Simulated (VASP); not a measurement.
Wanted: the native input for a VASP 6.6.1 run.

```
Task                   : single point
Functional             : r2SCAN
Potentials or basis    : VASP PAW PBE potentials, release 64 (Nb_sv, As)
Cutoff                 : 520 eV
k mesh                 : 12 × 12 × 12
Occupations            : gaussian, width 0.1 eV
Spin                   : collinear spin
Starting moments       : [0.41, -0.03] μB
Fixed moment           : 0.5 μB
Dipole correction      : no
Further INCAR settings : ALGO = Normal; EDIFF = 1e-06; NBANDS = 20
```

Crystal: NbAs.

```
Nb As
1.0
     0.00000    2.92602    2.92602
     2.92602    0.00000    2.92602
     2.92602    2.92602    0.00000
Nb As
1 1
Direct
  0.00000 0.00000 0.00000
  0.25000 0.25000 0.25000
```

The input as run:

POSCAR

```
NbAs
1.0
    0.0000000000      2.9260237293      2.9260237293
    2.9260237293      0.0000000000      2.9260237293
    2.9260237293      2.9260237293      0.0000000000
Nb As
1 1
Direct
    0.0000000000      0.0000000000      0.0000000000
    0.2500000000      0.2500000000      0.2500000000
```

INCAR.step1

```
SYSTEM = NbAs
PREC     = Accurate       ! precision mode
ENCUT    = 520            ! plane-wave cutoff, eV
ISMEAR   = 0              ! smearing method
SIGMA    = 0.1            ! smearing width, eV
LREAL    = .FALSE.        ! projectors in reciprocal space
LASPH    = .TRUE.         ! aspherical terms in the spheres
NELM     = 150            ! most SCF steps
ISPIN    = 2              ! spin polarisation
MAGMOM   = 0.41 -0.03     ! initial moments
NUPDOWN  = 0.5            ! fixed moment
LMAXMIX  = 4              ! l up to which the mixer works
NBANDS   = 20             ! bands
GGA      = PE             ! functional
ALGO     = Normal         ! electronic algorithm
EDIFF    = 1E-4           ! SCF threshold, eV
LWAVE    = .TRUE.         ! write WAVECAR
LCHARG   = .FALSE.        ! write CHGCAR
```

INCAR.step2

```
SYSTEM = NbAs
PREC     = Accurate       ! precision mode
ENCUT    = 520            ! plane-wave cutoff, eV
EDIFF    = 1E-6           ! SCF threshold, eV
ISMEAR   = 0              ! smearing method
SIGMA    = 0.1            ! smearing width, eV
LREAL    = .FALSE.        ! projectors in reciprocal space
LASPH    = .TRUE.         ! aspherical terms in the spheres
NELM     = 150            ! most SCF steps
ALGO     = Normal         ! electronic algorithm
ISIF     = 2              ! what is computed and relaxed
LWAVE    = .FALSE.        ! write WAVECAR
LCHARG   = .FALSE.        ! write CHGCAR
ISPIN    = 2              ! spin polarisation
MAGMOM   = 0.41 -0.03     ! initial moments
LORBIT   = 11             ! projections on sites
NUPDOWN  = 0.5            ! fixed moment
LMAXMIX  = 4              ! l up to which the mixer works
METAGGA  = R2SCAN         ! meta-GGA
LMIXTAU  = .TRUE.       
NBANDS   = 20             ! bands
ISTART   = 1
```

KPOINTS

```
Automatic mesh
0
G
  12 12 12
  0 0 0
```

Potentials or basis: VASP PAW PBE potentials, release 64 (Nb_sv, As).

The run is started by

```bash
$ cat potpaw_PBE.64/Nb_sv/POTCAR potpaw_PBE.64/As/POTCAR > POTCAR
$ cp INCAR.step1 INCAR
$ mpirun -np 1 vasp_std > vasp.out
$ cp INCAR.step2 INCAR
$ mpirun -np 1 vasp_std > vasp.out
```

Results of the run:

```yaml
Pressure: -2.7 GPa
Net_moment: 0.50 μB per cell
Site_moments: Nb +0.43; As -0.03 μB
Valence_electrons_inside_the_program's_atomic_spheres: Nb 10.58; As 2.97
```

Caveat: the PAW data sets were made with another functional, which shifts forces and pressure a little; the total moment is fixed, so each spin has its own Fermi level.

It took 8.4 min on 1 thread of Intel Xeon 8259CL (shared host), peak memory 0.29 GiB.
